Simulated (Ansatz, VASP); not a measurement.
# Two plane-wave programs on PbSe2

Contents of POSCAR:

```
PbSe2
1.0
   -3.2386329600      3.2386329600      3.9021962900
    3.2386329600     -3.2386329600      3.9021962900
    3.2386329600      3.2386329600     -3.9021962900
Pb Se
2 4
Direct
    0.2500000000      0.2500000000      0.0000000000
    0.7500000000      0.7500000000      0.0000000000
    0.6298167300      0.1298167400      0.7596334700
    0.3701832700      0.8701832600      0.2403665300
    0.8701832600      0.6298167400      0.5000000000
    0.1298167400      0.3701832600      0.5000000000
```

Contents of INCAR.step1:

```
SYSTEM = PbSe2
PREC     = Accurate       ! precision mode
ENCUT    = 520            ! plane-wave cutoff, eV
ISMEAR   = 0              ! smearing method
SIGMA    = 0.1            ! smearing width, eV
LREAL    = .FALSE.        ! projectors in reciprocal space
LASPH    = .TRUE.         ! aspherical terms in the spheres
NELM     = 60             ! most SCF steps
NBANDS   = 35             ! bands
GGA      = PE             ! functional
ALGO     = Normal         ! electronic algorithm
EDIFF    = 1E-4           ! SCF threshold, eV
LWAVE    = .TRUE.         ! write WAVECAR
LCHARG   = .FALSE.        ! write CHGCAR
```

INCAR.step2

```
SYSTEM = PbSe2
PREC     = Accurate       ! precision mode
ENCUT    = 520            ! plane-wave cutoff, eV
EDIFF    = 1E-6           ! SCF threshold, eV
ISMEAR   = 0              ! smearing method
SIGMA    = 0.1            ! smearing width, eV
LREAL    = .FALSE.        ! projectors in reciprocal space
LASPH    = .TRUE.         ! aspherical terms in the spheres
NELM     = 60             ! most SCF steps
ALGO     = Normal         ! electronic algorithm
ISIF     = 2              ! what is computed and relaxed
LWAVE    = .FALSE.        ! write WAVECAR
LCHARG   = .TRUE.         ! write CHGCAR
METAGGA  = R2SCAN         ! meta-GGA
LMIXTAU  = .TRUE.       
LELF     = .TRUE.         ! ELF
LVHAR    = .TRUE.       
NBANDS   = 35             ! bands
ISTART   = 1
```

Contents of KPOINTS:

```
regular mesh
0
G
  4 4 4
  0 0 0
```

Input for Ansatz:

```yaml
crystal:
  lattice:
    - [-3.23863296, 3.23863296, 3.90219629]
    - [3.23863296, -3.23863296, 3.90219629]
    - [3.23863296, 3.23863296, -3.90219629]
  atoms:
    - { symbol: Pb, position: [0.25, 0.25, 0.0] }
    - { symbol: Pb, position: [0.75, 0.75, 0.0] }
    - { symbol: Se, position: [0.62981673, 0.12981674, 0.75963347] }
    - { symbol: Se, position: [0.37018327, 0.87018326, 0.24036653] }
    - { symbol: Se, position: [0.87018326, 0.62981674, 0.5] }
    - { symbol: Se, position: [0.12981674, 0.37018326, 0.5] }
basis:
  ecutwfc: 500
kpoints:
  mp_grid: { grid: [4, 4, 4] }
hamiltonian:
  xc: r2scan
scf:
  occupations: { method: gaussian, width: 0.1 }
  lower_state_search: "off"
output:
  forces: true
  stress: true
  eigenvalues: true
```

Alike in both runs: task single point; functional r2SCAN; k mesh 4 × 4 × 4; occupations gaussian, width 0.1 eV; no spin polarisation.

|  | VASP | Ansatz |
| --- | --- | --- |
| version | VASP 6.6.1 | Ansatz 0.2.0 |
| potentials or method | VASP PAW PBE potentials, release 64 (Pb_d, Se), cutoff 520 eV | scalar-relativistic, plane waves, PAW |
| valence electrons in the cell | 52 | 92 |

Ansatz gave:

```
gap on the k mesh at the Fermi level (eV) : 0.09
least direct gap on the mesh (eV)         : 0.67
pressure (GPa)                            : 0.0
rms of the force components (eV/Å)        : 0.004
```

Q: Which values does VASP return?

A: gap on the k mesh at the Fermi level (eV): 0.09; least direct gap on the mesh (eV): 0.67; pressure (GPa): 0.0; rms of the force components (eV/Å): 0.005.

VASP's potentials were made for PBE, not for r2SCAN. Atom by atom the forces differ by 0.001 eV/Å (rms over components). VASP's potentials hold 52 valence electrons a cell and Ansatz's 92, so a difference there can come from the potentials and not from the codes.

Neither program's run includes spin-orbit coupling.
